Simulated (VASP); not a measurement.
# Ir in VASP: notebook, part 2 of 2

VASP 6.6.1. Earlier steps stand in the parts before.

### 5 Single point, PBE (engineering shear strain xy -0.0700, normal strain along z -0.1500)

Input file INCAR:

```
  PREC = Accurate
  ENCUT = 520
  EDIFF = 1E-6
  ISMEAR = 0
  SIGMA = 0.15
  LREAL = False
  LASPH = True
  NELM = 60
  ALGO = Fast
  ISIF = 2
  LWAVE = False
  LCHARG = True
  GGA = PE
  LELF = True
  LVHAR = True
  NBANDS = 10
```

Input file KPOINTS:

```
Automatic mesh
0
Gamma
  20 20 20
```

Input file POSCAR:

```
Ir
1.0
   -0.0677313561      1.9351816027      1.6449043623
    1.9351816027     -0.0677313561      1.6449043623
    1.8674502466      1.8674502466      0.0000000000
Ir
1
Direct
    0.0000000000      0.0000000000      0.0000000000
```

Potentials or basis: VASP PAW PBE potentials, release 64 (Ir).

Launch:

```sh
$ cat potpaw_PBE.64/Ir/POTCAR > POTCAR
$ mpirun -np 1 vasp_std > vasp.out
```

OUTCAR:

```text
PREC = Accurate
   ENCUT = 520
   EDIFF = 1E-6
   ISMEAR = 0
   LREAL = False
   LASPH = True
   NELM = 60
   ISIF = 2
   GGA = PE

 ion  position               nearest neighbor table
   1  0.000  0.000  0.000-

  LATTYP: Found a body centered orthorhombic cell.
 ALAT       =     2.6409734658
 B/A-ratio  =     1.0725388601
 C/A-ratio  =     1.2456803399

  Lattice vectors:

 A1 = (   0.0677313561,  -1.9351816027,  -1.6449043623)
 A2 = (  -0.0677313561,   1.9351816027,  -1.6449043623)
 A3 = (   1.9351816027,  -0.0677313561,   1.6449043623)

Analysis of symmetry for initial positions (statically):
=====================================================================
 Subroutine PRICEL returns:
 Original cell was already a primitive cell.

 Routine SETGRP: Setting up the symmetry group for a
 body centered orthorhombic supercell.

 Subroutine GETGRP returns: Found  8 space group operations
 (whereof  8 operations were pure point group operations)
 out of a pool of  8 trial point group operations.

The static configuration has the point symmetry D_2h.

Analysis of symmetry for dynamics (positions and initial velocities):
=====================================================================
 Subroutine PRICEL returns:
 Original cell was already a primitive cell.

 Routine SETGRP: Setting up the symmetry group for a
 body centered orthorhombic supercell.

 Subroutine GETGRP returns: Found  8 space group operations
 (whereof  8 operations were pure point group operations)
 out of a pool of  8 trial point group operations.

The dynamic configuration has the point symmetry D_2h.

 Subroutine INISYM returns: Found  8 space group operations
 (whereof  8 operations are pure point group operations),
 and found     1 'primitive' translations

----------------------------------------------------------------------------------------

[... 109 lines left out ...]
     AMIX     =   0.40;   BMIX     =  1.00
     AMIX_MAG =   1.60;   BMIX_MAG =  1.00
  volume/ion in A,a.u.               =      12.31        83.04
  Fermi-wavevector in a.u.,A,eV,Ry     =   1.475010  2.787365 29.601592  2.175656
  Thomas-Fermi vector in A             =   2.589712
   LORBIT       =      0    0 simple, 1 ext, 2 COOP (PROOUT), +10 PAW based schemes
   GGA     = PE    functional components
   LHFCALC =     F    Hartree Fock is set to
   AEXX    =    0.0000 exact exchange contribution
   IVDW    =     0    specifies the selected vdW correction
   LEPSILON=     F    determine dielectric tensor
   LRPA    =     F    only Hartree local field effects (RPA)
 non-spin polarized calculation
 RMM-DIIS sequential band-by-band and
 Gauss-broadening in eV      SIGMA  =   0.15
  energy-cutoff  :      520.00
  volume of cell :       12.31
 maximum number of plane-waves:       342
   NGX =  9   NGY =  9   NGZ =  9

 number of electron       8.9999999 magnetization

 Free energy of the ion-electron system (eV)
  ---------------------------------------------------
  ext. energy  EPLUGINS =         0.00000000
  ---------------------------------------------------
  free energy    TOTEN  =        -7.99287930 eV

  energy without entropy =       -7.98162056  energy(sigma->0) =       -7.98724993

 E-fermi :  12.8304     XC(G=0): -14.8205

 val. band max:       12.8288193016   @ k =  -0.1000   0.4000   0.3500
 cond. band min:      12.8313638390   @ k =  -0.0500  -0.0000   0.3500
 fundamental gap:      0.0025445374
 Fermi energy:        12.8303519830

 k-point     1 :       0.0000    0.0000    0.0000
  band No.  band energies     occupation
      1       0.3251      2.00000
      2       7.1877      2.00000
      3       8.3344      2.00000
      4       9.6847      2.00000
      5       9.8964      2.00000
      6      12.8194      1.08192
      7      27.4963      0.00000
      8      30.4391      0.00000
      9      32.4862      0.00000
     10      38.6402      0.00000
[... 287 lines left out ...]
 k-point    24 :      -0.3500    0.0500    0.0000
  band No.  band energies     occupation
      1       3.4088      2.00000
      2       7.7871      2.00000
      3       8.6786      2.00000
      4       9.6527      2.00000
      5      12.8377      0.94472
      6      13.2983      0.00001
      7      24.7368      0.00000
      8      27.9708      0.00000
      9      36.3997      0.00000
     10      37.1823      0.00000

 [... further k-points ...]
[... 5 lines left out ...]
  --------------------------------------------------------------------------------------
  -------------------------------------------------------------------------------------
  Total        5.8639801      5.8639801     10.3021651      0.7274069      0.0000000      0.0000000
  in kB      763.5215563    763.5215563   1341.3969784     94.7122650      0.0000000      0.0000000
  external PRESSURE =     956.1466970 kB  Pullay stress =       0.0000000 kB

 VOLUME and BASIS-vectors are now :
 -----------------------------------------------------------------------------
  energy-cutoff  :      520.00
  volume of cell :       12.31
      direct lattice vectors                 reciprocal lattice vectors
    -0.067731356  1.935181603  1.644904362    -0.249636410  0.249636410  0.303969040
     1.935181603 -0.067731356  1.644904362     0.249636410 -0.249636410  0.303969040
     1.867450247  1.867450247  0.000000000     0.267744750  0.267744750 -0.303969040

 POSITION                                       TOTAL-FORCE (eV/Angst)
 -----------------------------------------------------------------------------------
      0.00000      0.00000      0.00000        -0.000000     -0.000000      0.000000
 -----------------------------------------------------------------------------------
    total drift:                                0.000000      0.000000      0.000000

  FREE ENERGIE OF THE ION-ELECTRON SYSTEM (eV)
  ---------------------------------------------------
  free  energy   TOTEN  =        -7.9928792992 eV

  energy  without entropy=       -7.9816205632  energy(sigma->0) =       -7.98724993
```

Wall time 3.7 min (1 thread of Intel Xeon 8259CL, shared host); peak memory 0.27 GiB.

What came out:

```
Free energy            : -7.9929 eV
Pressure               : 95.6 GPa
Band gap on the k mesh : zero (an odd number of electrons rules out a gap without spin polarisation)
```

Levels at points of the mesh, in eV from the Fermi level:
```
           k point  band 1  band 2  band 3  band 4  band 5  band 6  band 7  band 8  band 9
(0.00, 0.00, 0.00)  -12.51   -5.64   -4.50   -3.15   -2.93   -0.01   14.67   17.61   19.66
(0.50, 0.00, 0.00)   -9.56   -5.43   -3.56   -1.14   -0.14    2.23    8.93   13.80   21.22
(0.50, 0.50, 0.00)   -9.39   -9.09    1.38    2.00    2.30    4.75    9.37   11.94   16.02
(0.00, 0.00, 0.50)   -9.48   -6.59   -2.79   -0.43    1.12    2.12    9.74   13.16   19.06
(0.50, 0.00, 0.50)   -9.51   -8.41    0.28    0.76    1.39    2.85   11.38   12.45   15.31
```

Caveat: the cell differs from its parent crystal (engineering shear strain xy -0.0700, normal strain along z -0.1500); the cell stands under pressure; spin-orbit coupling is left out, which moves the levels of the heavy elements.

### 6 Single point, PBE (engineering shear strain xy -0.0350, normal strain along z -0.1500)

Input file INCAR:

```
ALGO = Fast
EDIFF = 1E-6
ENCUT = 520
GGA = PE
ISIF = 2
ISMEAR = 0
LASPH = True
LCHARG = True
LELF = True
LREAL = False
LVHAR = True
LWAVE = False
NBANDS = 10
NELM = 100
PREC = Accurate
SIGMA = 0.15
```

Input file KPOINTS:

```
k-points
0
Gamma
  20 20 20
```

Input file POSCAR:

```
Ir
1.0
   -0.0338656780      1.9351816027      1.6449043623
    1.9351816027     -0.0338656780      1.6449043623
    1.9013159247      1.9013159247      0.0000000000
Ir
1
Direct
    0.0000000000      0.0000000000      0.0000000000
```

Potentials or basis: VASP PAW PBE potentials, release 64 (Ir).

Launch:

```sh
$ cat potpaw_PBE.64/Ir/POTCAR > POTCAR
$ mpirun -np 1 vasp_std > vasp.out
```

OUTCAR:

```text
EDIFF = 1E-6
   ENCUT = 520
   GGA = PE
   ISIF = 2
   ISMEAR = 0
   LASPH = True
   LREAL = False
   NELM = 100
   PREC = Accurate

 ion  position               nearest neighbor table
   1  0.000  0.000  0.000-

  LATTYP: Found a body centered orthorhombic cell.
 ALAT       =     2.6888667671
 B/A-ratio  =     1.0356234096
 C/A-ratio  =     1.2234926494

  Lattice vectors:

 A1 = (   0.0338656780,  -1.9351816027,  -1.6449043623)
 A2 = (  -0.0338656780,   1.9351816027,  -1.6449043623)
 A3 = (   1.9351816027,  -0.0338656780,   1.6449043623)

Analysis of symmetry for initial positions (statically):
=====================================================================
 Subroutine PRICEL returns:
 Original cell was already a primitive cell.

 Routine SETGRP: Setting up the symmetry group for a
 body centered orthorhombic supercell.

 Subroutine GETGRP returns: Found  8 space group operations
 (whereof  8 operations were pure point group operations)
 out of a pool of  8 trial point group operations.

The static configuration has the point symmetry D_2h.

Analysis of symmetry for dynamics (positions and initial velocities):
=====================================================================
 Subroutine PRICEL returns:
 Original cell was already a primitive cell.

 Routine SETGRP: Setting up the symmetry group for a
 body centered orthorhombic supercell.

 Subroutine GETGRP returns: Found  8 space group operations
 (whereof  8 operations were pure point group operations)
 out of a pool of  8 trial point group operations.

The dynamic configuration has the point symmetry D_2h.

 Subroutine INISYM returns: Found  8 space group operations
 (whereof  8 operations are pure point group operations),
 and found     1 'primitive' translations

----------------------------------------------------------------------------------------

[... 109 lines left out ...]
     AMIX     =   0.40;   BMIX     =  1.00
     AMIX_MAG =   1.60;   BMIX_MAG =  1.00
  volume/ion in A,a.u.               =      12.32        83.11
  Fermi-wavevector in a.u.,A,eV,Ry     =   1.474558  2.786511 29.583453  2.174322
  Thomas-Fermi vector in A             =   2.589315
   LORBIT       =      0    0 simple, 1 ext, 2 COOP (PROOUT), +10 PAW based schemes
   GGA     = PE    functional components
   LHFCALC =     F    Hartree Fock is set to
   AEXX    =    0.0000 exact exchange contribution
   IVDW    =     0    specifies the selected vdW correction
   LEPSILON=     F    determine dielectric tensor
   LRPA    =     F    only Hartree local field effects (RPA)
 non-spin polarized calculation
 RMM-DIIS sequential band-by-band and
 Gauss-broadening in eV      SIGMA  =   0.15
  energy-cutoff  :      520.00
  volume of cell :       12.32
 maximum number of plane-waves:       341
   NGX =  9   NGY =  9   NGZ =  9

 number of electron       9.0000000 magnetization

 Free energy of the ion-electron system (eV)
  ---------------------------------------------------
  ext. energy  EPLUGINS =         0.00000000
  ---------------------------------------------------
  free energy    TOTEN  =        -8.01807925 eV

  energy without entropy =       -8.00848644  energy(sigma->0) =       -8.01328284

 E-fermi :  12.8591     XC(G=0): -14.8177

 val. band max:       12.8583068068   @ k =  -0.0500   0.2500   0.2000
 cond. band min:      12.8650603929   @ k =   0.3500   0.1500   0.5000
 fundamental gap:      0.0067535861
 Fermi energy:        12.8591215314

 k-point     1 :       0.0000    0.0000    0.0000
  band No.  band energies     occupation
      1       0.3160      2.00000
      2       7.4400      2.00000
      3       8.0137      2.00000
      4       9.8263      2.00000
      5       9.8395      2.00000
      6      12.6957      1.87659
      7      27.4783      0.00000
      8      30.8762      0.00000
      9      31.8958      0.00000
     10      38.6022      0.00000
[... 287 lines left out ...]
 k-point    24 :      -0.3500    0.0500    0.0000
  band No.  band energies     occupation
      1       3.4567      2.00000
      2       7.4759      2.00000
      3       8.8447      2.00000
      4       9.7953      2.00000
      5      13.0189      0.13200
      6      13.1732      0.00307
      7      24.9490      0.00000
      8      27.8949      0.00000
      9      36.5818      0.00000
     10      36.7075      0.00000

 [... further k-points ...]
[... 5 lines left out ...]
  --------------------------------------------------------------------------------------
  -------------------------------------------------------------------------------------
  Total        5.5284032      5.5284032     10.5854406      0.4026924      0.0000000      0.0000000
  in kB      719.1661151    719.1661151   1377.0142850     52.3845213      0.0000000      0.0000000
  external PRESSURE =     938.4488384 kB  Pullay stress =       0.0000000 kB

 VOLUME and BASIS-vectors are now :
 -----------------------------------------------------------------------------
  energy-cutoff  :      520.00
  volume of cell :       12.32
      direct lattice vectors                 reciprocal lattice vectors
    -0.033865678  1.935181603  1.644904362    -0.253929911  0.253929911  0.303969040
     1.935181603 -0.033865678  1.644904362     0.253929911 -0.253929911  0.303969040
     1.901315925  1.901315925  0.000000000     0.262975760  0.262975760 -0.303969040

 POSITION                                       TOTAL-FORCE (eV/Angst)
 -----------------------------------------------------------------------------------
      0.00000      0.00000      0.00000        -0.000000      0.000000     -0.000000
 -----------------------------------------------------------------------------------
    total drift:                                0.000000     -0.000000     -0.000000

  FREE ENERGIE OF THE ION-ELECTRON SYSTEM (eV)
  ---------------------------------------------------
  free  energy   TOTEN  =        -8.0180792497 eV

  energy  without entropy=       -8.0084864393  energy(sigma->0) =       -8.01328284
```

stdout:

```text
POSCAR found type information on POSCAR Ir
 POSCAR found :  1 types and       1 ions
 scaLAPACK will be used
 LDA part: xc-table for (Slater+PW92), standard interpolation
 POSCAR, INCAR and KPOINTS ok, starting setup
 FFT: planning ... GRIDC
 FFT: planning ... GRID_SOFT
 FFT: planning ... GRID
 WAVECAR not read
 entering main loop
```

It took 2.4 min on 1 thread of Intel Xeon 8259CL, shared host; peak memory 0.26 GiB.

Results:

| Property | Result |
| --- | --- |
| Free energy | -8.0181 eV |
| Pressure | 93.8 GPa |
| Band gap on the k mesh | zero (an odd number of electrons rules out a gap without spin polarisation) |

Caveat: the cell differs from its parent crystal (engineering shear strain xy -0.0350, normal strain along z -0.1500); the cell stands under pressure; spin-orbit coupling is left out, which moves the levels of the heavy elements.

### 7 Overview

```csv
cell,gap on the mesh (eV),pressure (GPa)
"a = 2.540, b = 2.540, c = 2.737 Å, angles 57.4, 57.4, 65.2°, 1 atom",none,93.2
"a = 2.587, b = 2.587, c = 2.737 Å, angles 58.1, 58.1, 63.9°, 1 atom",none,60.7
"a = 2.636, b = 2.636, c = 2.737 Å, angles 58.7, 58.7, 62.5°, 1 atom",none,35.5
"a = 2.541, b = 2.541, c = 2.641 Å, angles 58.7, 58.7, 67.8°, 1 atom",none,95.6
"a = 2.540, b = 2.540, c = 2.689 Å, angles 58.0, 58.0, 66.5°, 1 atom",none,93.8
```

Alike in all rows: task single point; level PBE; potentials or basis VASP PAW PBE potentials, release 64 (Ir); no spin polarisation; k mesh 20 × 20 × 20; cutoff (eV) 520; smearing gaussian 0.15 eV.

Caveats: the cell stands under pressure; spin-orbit coupling is left out, which moves the levels of the heavy elements.

Absolute energies hang on the potentials; compare differences alone.
